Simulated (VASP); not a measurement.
## SrO: single point with PBE

The system is SrO.

```xyz
2
Lattice="0.0000 2.5313 2.5698 2.5313 0.0000 2.5698 2.5313 2.5313 0.0000" Properties=species:S:1:pos:R:3 pbc="T T T"
Sr    0.0000    0.0000    0.0000
O     2.5313    2.5313    2.5698
```

This cell differs from its parent crystal: strain -0.015 along x and y, +0.000 along z.

* Program: VASP 6.6.1
* Task: single point
* Functional: PBE
* Potentials or basis: VASP PAW PBE potentials, release 64 (Sr_sv, O)
* Cutoff: 520 eV
* k mesh: 8 × 8 × 8
* Occupations: gaussian, width 0.05 eV
* Spin: no spin polarisation

```json
{"Pressure": "6.8 GPa", "Band gap on the k mesh": "3.21 eV, indirect (least direct gap 3.27 eV)"}
```

Stress tensor (GPa, compression positive):
```
7.63 0.00 0.00
0.00 7.63 0.00
0.00 0.00 5.13
```

Levels at points of the mesh, in eV from the valence-band top:
```csv
k point,band 6,band 7,band 8,band 9,band 10,band 11
"(0.00, 0.00, 0.00)",-0.06,0.00,0.00,4.19,6.18,6.30
"(0.50, 0.00, 0.00)",-2.25,-1.22,-1.22,6.67,8.69,9.00
"(0.50, 0.50, 0.00)",-0.46,-0.06,-0.06,3.26,8.03,10.37
"(0.50, 0.00, 0.50)",-0.36,-0.13,-0.06,3.21,8.03,10.37
```

Wall time 14 s on 1 thread of Intel(R) Xeon(R) 6975P-C (Granite Rapids), with other jobs on the host, peak memory 0.17 GiB.

Caveat: the cell differs from its parent crystal (strain -0.015 along x and y, +0.000 along z). A k mesh can miss the band edges.
